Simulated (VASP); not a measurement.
Si, 4 atoms in the cell. Symmetry: Fmmm, No. 69, orthorhombic system. The conventional cell has a = 4.908 Å, b = 5.390 Å, c = 9.409 Å, α = 90.00°, β = 90.00°, γ = 90.00°. Within 3.3 Å of Si (site symmetry mm2) lie 8 Si at 2.52 to 2.90 Å. Si (site symmetry m2m) has 8 Si at 2.45 to 2.94 Å within 3.2 Å. 

| Item | Value |
| --- | --- |
| Program | VASP 6.6.1 |
| Task | single point |
| Functional | r2SCAN |
| Potentials or basis | VASP PAW PBE potentials, release 64 (Si) |
| Cutoff | 520 eV |
| k mesh | 8 × 8 × 8 |
| Occupations | fermi-dirac, width 0.05 eV |
| Spin | no spin polarisation |
| Dipole correction | no |
| Further INCAR settings | ALGO = Normal; EDIFF = 1e-06; NBANDS = 16 |

Potentials or basis: VASP PAW PBE potentials, release 64 (Si).

The run is started by

```bash
$ cat potpaw_PBE.64/Si/POTCAR > POTCAR
$ cp INCAR.step1 INCAR
$ mpirun -np 1 vasp_std > vasp.out
$ cp INCAR.step2 INCAR
$ mpirun -np 1 vasp_std > vasp.out
```

Hardware: 1 thread of AMD EPYC 9R45 96-Core Processor (Zen 5) (shared host).

Question: How long does it take, and how much memory?

Answer: Run time: 3.1 min on 1 thread of AMD EPYC 9R45 96-Core Processor (Zen 5), with other jobs on the host, peak memory 0.21 GiB. Counts: k points 95.
